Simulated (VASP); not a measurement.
Set up this calculation in VASP 6.6.1, as the native input.

| Quantity | Value |
| --- | --- |
| Task | single point |
| Functional | PBE |
| Potentials or basis | VASP PAW PBE potentials, release 64 (In_d) |
| Cutoff | 520 eV |
| k mesh | 12 × 12 × 7 |
| Occupations | fermi-dirac, width 0.1 eV |
| Spin | no spin polarisation |
| Dipole correction | no |
| Further INCAR settings | ALGO = Normal; EDIFF = 1e-07; NBANDS = 20 |

The structure of In lies in POSCAR:

```
In
1.0
    3.3068650095      0.0000000000      0.0000000000
   -1.6534325047      2.8638291051      0.0000000000
    0.0000000000      0.0000000000      5.3745386611
In
2
Direct
    0.3333333333      0.6666666667      0.2500000000
    0.6666666667      0.3333333333      0.7500000000
```

This cell differs from its parent crystal: volume scaled by 0.92.

One way to write it, as run:

INCAR

```
PREC = Accurate
ENCUT = 520
EDIFF = 1E-7
ISMEAR = -1
SIGMA = 0.1
LREAL = False
LASPH = True
NELM = 100
ALGO = Normal
ISIF = 2
LWAVE = False
LCHARG = False
GGA = PE
NBANDS = 20
```

KPOINTS

```
regular mesh
0
Gamma
  12 12 7
```

Potentials or basis: VASP PAW PBE potentials, release 64 (In_d).

Command:

```console
$ cat potpaw_PBE.64/In_d/POTCAR > POTCAR
$ mpirun -np 1 vasp_std > vasp.out
```

It gave:

| Quantity | Value |
| --- | --- |
| Pressure | 3.5 GPa |
| Band gap on the k mesh | zero (band 13 reaches 10.69 eV, above the bottom of band 14 at 5.53 eV) |

Caveat: spin-orbit coupling is left out, which moves the levels of the heavy elements.

Run time: 28 s on 1 thread of Intel(R) Xeon(R) 6975P-C (Granite Rapids), on a shared host, peak memory 0.21 GiB.
